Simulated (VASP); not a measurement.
# Al in VASP: further runs

Al is run at these levels: PBEsol; tasks: single point, relaxation of the atoms.

Program: VASP 6.6.1. These are calculated values, not measurements. Logs are shortened: lines on timing, memory, paths and dates and some standing lists are left out, and cuts for length are marked.

## (1) The cell of the first run

The cell holds a slab with vacuum, 6 atoms: a = 2.839 Å, b = 2.839 Å, c = 25.039 Å, α = 90.00°, β = 90.00°, γ = 90.00°.

## (2) Single point, PBEsol

Contents of INCAR:

```
SYSTEM = Al
PREC = Accurate ; ENCUT = 520
EDIFF = 1E-7 ; ISMEAR = 0
SIGMA = 0.1 ; LREAL = .FALSE.
LASPH = .TRUE. ; NELM = 80
ALGO = Fast ; ISIF = 2
LWAVE = .FALSE. ; LCHARG = .FALSE.
LDIPOL = .TRUE. ; IDIPOL = 3
DIPOL = 0.5 0.5 0.500 ; GGA = PS
NBANDS = 18
```

Contents of KPOINTS:

```
regular mesh
0
G
  12 12 1
  0 0 0
```

Contents of POSCAR:

```
Al
1.0
    2.8394270062      0.0000000000      0.0000000000
    0.0000000000      2.8394270062      0.0000000000
    0.0000000000      0.0000000000     25.0388904539
Al
6
Direct
    0.5000000000      0.5000000000      0.2995340394
    0.0000000000      0.0000000000      0.3797204236
    0.5000000000      0.5000000000      0.4599068079
    0.0000000000      0.0000000000      0.5400931921
    0.5000000000      0.5000000000      0.6202795764
    0.0000000000      0.0000000000      0.7004659606
```

Potentials or basis: VASP PAW PBE potentials, release 64 (Al).

The run is started by

```console
> cat potpaw_PBE.64/Al/POTCAR > POTCAR
> mpirun -np 1 vasp_std > vasp.out
```

OUTCAR:

```text
SYSTEM = Al
   PREC = Accurate
   ENCUT = 520
   EDIFF = 1E-7
   ISMEAR = 0
   LREAL = .FALSE.
   LASPH = .TRUE.
   NELM = 80
   ISIF = 2
   GGA = PS

 ion  position               nearest neighbor table
   1  0.500  0.500  0.300-   2 2.84   2 2.84   2 2.84   2 2.84
   2  0.000  0.000  0.380-   1 2.84   1 2.84   1 2.84   1 2.84   3 2.84   3 2.84   3 2.84   3 2.84

   3  0.500  0.500  0.460-   4 2.84   4 2.84   4 2.84   4 2.84   2 2.84   2 2.84   2 2.84   2 2.84

   4  0.000  0.000  0.540-   3 2.84   3 2.84   3 2.84   3 2.84   5 2.84   5 2.84   5 2.84   5 2.84

   5  0.500  0.500  0.620-   6 2.84   6 2.84   6 2.84   6 2.84   4 2.84   4 2.84   4 2.84   4 2.84

   6  0.000  0.000  0.700-   5 2.84   5 2.84   5 2.84   5 2.84

  LATTYP: Found a simple tetragonal cell.
 ALAT       =     2.8394270062
 C/A-ratio  =     8.8182898871

  Lattice vectors:

 A1 = (   2.8394270062,   0.0000000000,   0.0000000000)
 A2 = (   0.0000000000,   2.8394270062,   0.0000000000)
 A3 = (   0.0000000000,   0.0000000000,  25.0388904539)

Analysis of symmetry for initial positions (statically):
=====================================================================
 Subroutine PRICEL returns:
 Original cell was already a primitive cell.

 Routine SETGRP: Setting up the symmetry group for a
 simple tetragonal supercell.

 Subroutine GETGRP returns: Found 16 space group operations
 (whereof  8 operations were pure point group operations)
 out of a pool of 16 trial point group operations.

The static configuration has the point symmetry C_4v.
 The point group associated with its full space group is D_4h.

Analysis of symmetry for dynamics (positions and initial velocities):
=====================================================================
 Subroutine PRICEL returns:
 Original cell was already a primitive cell.

 Routine SETGRP: Setting up the symmetry group for a
 simple tetragonal supercell.

 Subroutine GETGRP returns: Found 16 space group operations
 (whereof  8 operations were pure point group operations)
 out of a pool of 16 trial point group operations.

The dynamic configuration has the point symmetry C_4v.
 The point group associated with its full space group is D_4h.

 Subroutine INISYM returns: Found 16 space group operations
 (whereof  8 operations are pure point group operations),
 and found     1 'primitive' translations

----------------------------------------------------------------------------------------

                                     Primitive cell

  volume of cell :     201.8722

  direct lattice vectors                    reciprocal lattice vectors
     2.839427006  0.000000000  0.000000000     0.352183732  0.000000000  0.000000000
     0.000000000  2.839427006  0.000000000     0.000000000  0.352183732  0.000000000
     0.000000000  0.000000000 25.038890454     0.000000000  0.000000000  0.039937872

  length of vectors
     2.839427006  2.839427006 25.038890454     0.352183732  0.352183732  0.039937872

  position of ions in fractional coordinates (direct lattice)
     0.500000000  0.500000000  0.299534039
     0.000000000  0.000000000  0.379720424
     0.500000000  0.500000000  0.459906808
     0.000000000  0.000000000  0.540093192
     0.500000000  0.500000000  0.620279576
     0.000000000  0.000000000  0.700465961

  ion indices of the primitive-cell ions
   primitive index   ion index
                 1           1
                 2           2
                 3           3
                 4           4
                 5           5
                 6           6

----------------------------------------------------------------------------------------

 KPOINTS: regular mesh

Automatic generation of k-mesh.
 Grid dimensions read from file:
 generate k-points for:   12   12    1

 Generating k-lattice:

  Cartesian coordinates                     Fractional coordinates (reciprocal lattice)
     0.029348644  0.000000000  0.000000000     0.083333333  0.000000000  0.000000000
     0.000000000  0.029348644  0.000000000     0.000000000  0.083333333  0.000000000
     0.000000000  0.000000000  0.039937872     0.000000000  0.000000000  1.000000000

  Length of vectors
     0.029348644  0.029348644  0.039937872

  Shift w.r.t. Gamma in fractional coordinates (k-lattice)
     0.000000000  0.000000000  0.000000000

 Subroutine IBZKPT returns following result:
 ===========================================

 Found     28 irreducible k-points:

 Following reciprocal coordinates:
            Coordinates               Weight
  0.000000  0.000000  0.000000      1.000000
  0.083333  0.000000  0.000000      4.000000
  0.166667  0.000000  0.000000      4.000000
  0.250000  0.000000  0.000000      4.000000
  0.333333  0.000000  0.000000      4.000000
  0.416667  0.000000  0.000000      4.000000
[... 16 lines left out ...]
  0.333333  0.333333  0.000000      4.000000
  0.416667  0.333333  0.000000      8.000000
 [... further k-points ...]
   k-points           NKPTS =     28   k-points in BZ     NKDIM =     28   number of bands    NBANDS=     18
   number of dos      NEDOS =    301   number of ions     NIONS =      6
   total plane-waves  NPLWV = 110592
   dimension x,y,z NGX =    24 NGY =   24 NGZ =  192
   dimension x,y,z NGXF=    48 NGYF=   48 NGZF=  384
   ions per type =               6
   NGX,Y,Z   is equivalent  to a cutoff of  14.05, 14.05, 12.75 a.u.
   NGXF,Y,Z  is equivalent  to a cutoff of  28.10, 28.10, 25.50 a.u.
 SYSTEM =  Al
   PREC   = accura    normal or accurate (medium, high low for compatibility)
   ISTART =      0    job   : 0-new  1-cont  2-samecut
   ICHARG =      2    charge: 1-file 2-atom 10-const
   ISPIN  =      1    spin polarized calculation?
   LNONCOLLINEAR =      F non collinear calculations
   LSORBIT =      F    spin-orbit coupling
   LASPH  =      T    aspherical Exc in radial PAW
   ENCUT  =  520.0 eV  38.22 Ry    6.18 a.u.   5.28  5.28 46.56*2*pi/ulx,y,z
   NELM   =     80;   NELMIN=  2; NELMDL= -5     # of ELM steps
   EDIFF  = 0.1E-06   stopping-criterion for ELM
   LREAL  =      F    real-space projection
   EDIFFG = 0.1E-05   stopping-criterion for IOM
   NSW    =      0    number of steps for IOM
   IBRION =     -1    ionic relax: 0-MD 1-quasi-New 2-CG
   NFREE  =      0    steps in history (QN), initial steepest desc. (CG)
[... 21 lines left out ...]
   AEXX    =    0.0000 exact exchange contribution
   IVDW    =     0    specifies the selected vdW correction
   LEPSILON=     F    determine dielectric tensor
   LRPA    =     F    only Hartree local field effects (RPA)
 non-spin polarized calculation
 RMM-DIIS sequential band-by-band and
 Gauss-broadening in eV      SIGMA  =   0.10
  energy-cutoff  :      520.00
  volume of cell :      201.87
 maximum number of plane-waves:      5493
 NGX is ok and might be reduce to    24

 dipolmoment           0.000000      0.000000      0.000000 electrons x Angstroem

 number of electron      18.0000000 magnetization

 dipolmoment           0.000000      0.000000     -0.000000 electrons x Angstroem

 Free energy of the ion-electron system (eV)
  ---------------------------------------------------
  ext. energy  EPLUGINS =         0.00000000
  ---------------------------------------------------
  free energy    TOTEN  =       -23.47037408 eV

  energy without entropy =      -23.45589213  energy(sigma->0) =      -23.46313310

 E-fermi :   1.7723     XC(G=0):  -5.7440

 val. band max:        1.7434289589   @ k =   0.4167   0.3333   0.0000
 cond. band min:       1.7999389532   @ k =   0.4167   0.0000   0.0000
 fundamental gap:      0.0565099943
 Fermi energy:         1.7723001661

 k-point     1 :       0.0000    0.0000    0.0000
  band No.  band energies     occupation
      1      -9.2902      2.00000
      2      -8.6092      2.00000
      3      -7.5192      2.00000
      4      -6.0396      2.00000
      5      -4.2160      2.00000
      6      -2.0252      2.00000
[... 10 lines left out ...]
     17       8.2062      0.00000
     18       9.0938      0.00000

 k-point     2 :       0.0833    0.0000    0.0000
  band No.  band energies     occupation
      1      -9.1630      2.00000
      2      -8.4825      2.00000
      3      -7.3933      2.00000
      4      -5.9148      2.00000
      5      -4.0924      2.00000
      6      -1.9022      2.00000
[... 10 lines left out ...]
     17       8.3149      0.00000
     18       8.8946      0.00000

 k-point     3 :       0.1667    0.0000    0.0000
  band No.  band energies     occupation
      1      -8.7820      2.00000
      2      -8.1032      2.00000
      3      -7.0165      2.00000
      4      -5.5412      2.00000
      5      -3.7224      2.00000
      6      -1.5349      2.00000
[... 10 lines left out ...]
     17       8.0513      0.00000
     18       8.6412      0.00000

 k-point     4 :       0.2500    0.0000    0.0000
  band No.  band energies     occupation
      1      -8.1494      2.00000
      2      -7.4732      2.00000
      3      -6.3908      2.00000
      4      -4.9209      2.00000
      5      -3.1084      2.00000
      6      -0.9324      2.00000
[... 10 lines left out ...]
     17       7.6953      0.00000
     18       8.5947      0.00000

 k-point     5 :       0.3333    0.0000    0.0000
  band No.  band energies     occupation
      1      -7.2685      2.00000
      2      -6.5961      2.00000
      3      -5.5196      2.00000
      4      -4.0574      2.00000
      5      -2.2563      2.00000
      6      -1.3880      2.00000
[... 10 lines left out ...]
     17       7.7180      0.00000
     18       9.3588      0.00000

 k-point     6 :       0.4167    0.0000    0.0000
  band No.  band energies     occupation
      1      -6.1443      2.00000
      2      -5.4768      2.00000
      3      -4.4086      2.00000
      4      -3.2031      2.00000
      5      -2.9417      2.00000
      6      -2.5314      2.00000
[... 307 lines left out ...]
 k-point    21 :       0.4167    0.2500    0.0000
  band No.  band energies     occupation
      1      -5.0315      2.00000
      2      -4.3688      2.00000
      3      -3.3086      2.00000
      4      -2.1349      2.00000
      5      -1.8526      2.00000
      6      -1.4707      2.00000
[... 10 lines left out ...]
     17       6.1528      0.00000
     18       6.6155      0.00000

 k-point    22 :       0.5000    0.2500    0.0000
  band No.  band energies     occupation
      1      -3.6868      2.00000
      2      -3.6868      2.00000
      3      -3.0323      2.00000
      4      -3.0323      2.00000
      5      -1.9694      2.00000
      6      -1.9694      2.00000
[... 10 lines left out ...]
     17       5.7452      0.00000
     18       5.7452      0.00000

 k-point    23 :       0.3333    0.3333    0.0000
  band No.  band energies     occupation
      1      -5.2784      2.00000
      2      -4.6145      2.00000
      3      -3.5515      2.00000
      4      -2.1073      2.00000
      5      -0.3310      2.00000
      6      -0.0809      2.00000
[... 10 lines left out ...]
     17       5.9343      0.00000
     18       6.3834      0.00000

 k-point    24 :       0.4167    0.3333    0.0000
  band No.  band energies     occupation
      1      -4.1752      2.00000
      2      -3.5167      2.00000
      3      -2.4630      2.00000
      4      -1.3496      2.00000
      5      -1.0208      2.00000
      6      -0.6978      2.00000
[... 10 lines left out ...]
     17       5.0848      0.00000
     18       5.2924      0.00000

 [... further k-points ...]

------------------------ aborting loop because EDIFF is reached ----------------------------------------

 vacuum level on the upper side and lower side of the slab       (xc-potential included)        -0.065        -0.065

  FORCE on cell =-STRESS in cart. coord.  units (eV):
  Direction    XX          YY          ZZ          XY          YZ          ZX
  --------------------------------------------------------------------------------------
  -------------------------------------------------------------------------------------
  Total       -1.3325551     -1.3325551     -0.2945822      0.0000000     -0.0000000      0.0000000
  in kB      -10.5759468    -10.5759468     -2.3379791      0.0000000     -0.0000000      0.0000000
  external PRESSURE =      -7.8299576 kB  Pullay stress =       0.0000000 kB

 VOLUME and BASIS-vectors are now :
 -----------------------------------------------------------------------------
  energy-cutoff  :      520.00
  volume of cell :      201.87
      direct lattice vectors                 reciprocal lattice vectors
     2.839427006  0.000000000  0.000000000     0.352183732  0.000000000  0.000000000
     0.000000000  2.839427006  0.000000000     0.000000000  0.352183732  0.000000000
     0.000000000  0.000000000 25.038890454     0.000000000  0.000000000  0.039937872

 POSITION                                       TOTAL-FORCE (eV/Angst)
 -----------------------------------------------------------------------------------
      1.41971      1.41971      7.50000        -0.000000      0.000000      0.030425
      0.00000      0.00000      9.50778        -0.000000      0.000000      0.015115
      1.41971      1.41971     11.51556        -0.000000     -0.000000     -0.052745
      0.00000      0.00000     13.52333         0.000000      0.000000      0.052745
      1.41971      1.41971     15.53111        -0.000000      0.000000     -0.015115
      0.00000      0.00000     17.53889         0.000000      0.000000     -0.030425
 -----------------------------------------------------------------------------------
    total drift:                                0.000000     -0.000000      0.000000

  FREE ENERGIE OF THE ION-ELECTRON SYSTEM (eV)
  ---------------------------------------------------
  free  energy   TOTEN  =       -23.4703740830 eV

  energy  without entropy=      -23.4558921267  energy(sigma->0) =      -23.46313310

 vacuum level on the upper side and lower side of the slab         6.007         6.007
```

Run time: 2.7 min. Hardware: 1 thread of Intel Xeon Platinum 8259CL at 2.50GHz (Skylake/Cascade Lake), shared host; peak memory 0.33 GiB.

Results:

* Free energy: -23.4704 eV
* Largest force: 0.053 eV/Å
* Band gap on the k mesh: zero (bands 9 and 10 overlap by 4.45 eV)

Forces in eV/Å, atoms in the order of the input:
```
Al   0.000  0.000  0.030
Al   0.000  0.000  0.015
Al   0.000  0.000 -0.053
Al   0.000  0.000  0.053
Al   0.000  0.000 -0.015
Al   0.000  0.000 -0.030
```

Levels at points of the mesh, in eV from the Fermi level:
```
           k point  band 5  band 6  band 7  band 8  band 9  band 10  band 11  band 12  band 13  band 14
(0.00, 0.00, 0.00)   -5.99   -3.80   -2.26    0.58    2.62     3.93     4.28     5.45     5.84     5.84
(0.50, 0.00, 0.00)   -4.82   -4.82   -3.39   -3.39   -1.61    -1.61     0.55     0.55     2.09     2.09
(0.50, 0.50, 0.00)   -1.42   -1.42   -1.15   -1.15   -0.78    -0.78     0.23     0.23     0.37     0.37
```

Caveat: the PAW data sets were made with another functional, which shifts forces and pressure a little.

## (3) Single point, PBEsol

Contents of INCAR:

```
  ALGO = Normal
  DIPOL = 0.5 0.5 0.500
  EDIFF = 1E-7
  ENCUT = 520
  GGA = PS
  IDIPOL = 3
  ISIF = 2
  ISMEAR = 0
  LASPH = T
  LCHARG = F
  LDIPOL = T
  LREAL = F
  LWAVE = F
  NBANDS = 18
  NELM = 80
  PREC = Accurate
  SIGMA = 0.1
```

Contents of KPOINTS:

```
k-points
0
Gamma
  12 12 1
```

Contents of POSCAR:

```
Al
1.0
    2.8394270062      0.0000000000      0.0000000000
    0.0000000000      2.8394270062      0.0000000000
    0.0000000000      0.0000000000     25.0388904539
Al
6
Direct
    0.5000000000      0.5000000000      0.3007933253
    0.0000000000      0.0000000000      0.3804287786
    0.5000000000      0.5000000000      0.4598267079
    0.0000000000      0.0000000000      0.5401732922
    0.5000000000      0.5000000000      0.6195712213
    0.0000000000      0.0000000000      0.6992066747
```

Potentials or basis: VASP PAW PBE potentials, release 64 (Al).

The run is started by

```console
> cat potpaw_PBE.64/Al/POTCAR > POTCAR
> mpirun -np 1 vasp_std > vasp.out
```

Wall time 2.3 min (1 thread of Intel Xeon Platinum 8259CL at 2.50GHz (Skylake/Cascade Lake), shared host); peak memory 0.33 GiB.

The run converged. Its results:

```
Free energy            : -23.4713 eV
Largest force          : 0.014 eV/Å
Band gap on the k mesh : zero (bands 9 and 10 overlap by 4.49 eV)
```

Forces on the atoms (eV/Å):
```
Al   0.000  0.000 -0.014
Al   0.000  0.000 -0.002
Al   0.000  0.000  0.002
Al   0.000  0.000 -0.002
Al   0.000  0.000  0.002
Al   0.000  0.000  0.014
```

Levels at points of the mesh, in eV from the Fermi level:
```tsv
k point	band 7	band 8	band 9	band 10	band 11	band 12
(0.00, 0.00, 0.00)	-2.22	0.65	2.68	3.97	4.31	5.42
(0.50, 0.00, 0.00)	-3.39	-3.39	-1.58	-1.58	0.60	0.60
(0.50, 0.50, 0.00)	-1.16	-1.16	-0.82	-0.82	0.22	0.22
```

Caveat: the PAW data sets were made with another functional, which shifts forces and pressure a little.

## (4) Relaxation of the atoms, PBEsol

This run uses another cell than the first one: it holds 4 atoms, not 6.

Contents of INCAR:

```
PREC = Accurate
ENCUT = 520
EDIFF = 1E-6
ISMEAR = 0
SIGMA = 0.1
LREAL = F
LASPH = T
NELM = 60
ALGO = Normal
ISIF = 2
LWAVE = F
LCHARG = F
LDIPOL = T
IDIPOL = 3
DIPOL = 0.5 0.5 0.500
GGA = PS
IBRION = 2
NSW = 90
EDIFFG = -0.03
```

Contents of KPOINTS:

```
regular mesh
0
Gamma
  10 10 1
```

Contents of POSCAR:

```
Al
1.0
    2.8394270070      0.0000000000      0.0000000000
    0.0000000000      2.8394270070      0.0000000000
    0.0000000000      0.0000000000     23.0233342740
Al
4
Selective dynamics
Direct
    0.5000000000      0.5000000000      0.3691906610  F F F
    0.0000000000      0.0000000000      0.4563968870  F F F
    0.5000000000      0.5000000000      0.5436031130  T T T
    0.0000000000      0.0000000000      0.6308093390  T T T
```

The run is started by

```console
> cat potpaw_PBE.64/Al/POTCAR > POTCAR
> mpirun -np 1 vasp_std > vasp.out
```

Wall time 1.9 min (1 thread of Intel Xeon Platinum 8259CL at 2.50GHz (Skylake/Cascade Lake), shared host); peak memory 0.31 GiB.

It converged, with:

```
Free energy               : -15.2389 eV
Energy gained by relaxing : 4.4 meV/atom
Ionic steps               : 5
Band gap on the k mesh    : zero (bands 6 and 7 overlap by 2.41 eV)
```

The path:
```tsv
step	energy change (eV)	largest force on free atoms (eV/Å)	pressure (GPa)
1	0.0000	0.2083	-0.83
2	-0.0028	0.1910	-0.86
3	-0.0096	0.1382	-0.95
4	-0.0169	0.0410	-1.13
5	-0.0177	0.0049	-1.20
```

Final structure:
```cif
data_structure
_symmetry_space_group_name_H-M 'P 1'
_symmetry_Int_Tables_number 1
_cell_length_a 2.8394
_cell_length_b 2.8394
_cell_length_c 23.0233
_cell_angle_alpha 90.000
_cell_angle_beta 90.000
_cell_angle_gamma 90.000
_cell_volume 185.62
loop_
_atom_site_label
_atom_site_type_symbol
_atom_site_fract_x
_atom_site_fract_y
_atom_site_fract_z
_atom_site_occupancy
Al1 Al 0.50000 0.50000 0.36919 1
Al2 Al 0.00000 0.00000 0.45640 1
Al3 Al 0.50000 0.50000 0.54698 1
Al4 Al 0.00000 0.00000 0.63632 1
```

Levels at points of the mesh, in eV from the Fermi level:
```
           k point  band 4  band 5  band 6  band 7  band 8  band 9
(0.00, 0.00, 0.00)   -4.38   -2.05    1.33    3.45    4.37    4.51
(0.50, 0.00, 0.00)   -4.82   -2.73   -2.71   -0.01    0.00    2.31
(0.50, 0.50, 0.00)   -1.15   -1.01   -0.97    0.36    0.40    0.90
```

Caveat: the PAW data sets were made with another functional, which shifts forces and pressure a little.

## (5) The runs side by side

```tsv
task	cell	k mesh	atoms held fixed (from 0)	gap on the mesh (eV)	largest force (eV/Å)
single point	a = 2.839, b = 2.839, c = 25.039 Å, 6 atoms, atomic positions A	12 × 12 × 1	-	none	0.05
single point	a = 2.839, b = 2.839, c = 25.039 Å, 6 atoms, atomic positions B	12 × 12 × 1	-	none	0.01
relaxation of the atoms	atoms relaxed from a = 2.839, b = 2.839, c = 23.023 Å, 4 atoms, atomic positions C	10 × 10 × 1	[0, 1]	none	-
```

Alike in all rows: level PBEsol; potentials or basis VASP PAW PBE potentials, release 64 (Al); no spin polarisation; cutoff (eV) 520; smearing gaussian 0.1 eV.

Caveats: the PAW data sets were made with another functional, which shifts forces and pressure a little.

Absolute energies hang on the potentials; compare differences alone.
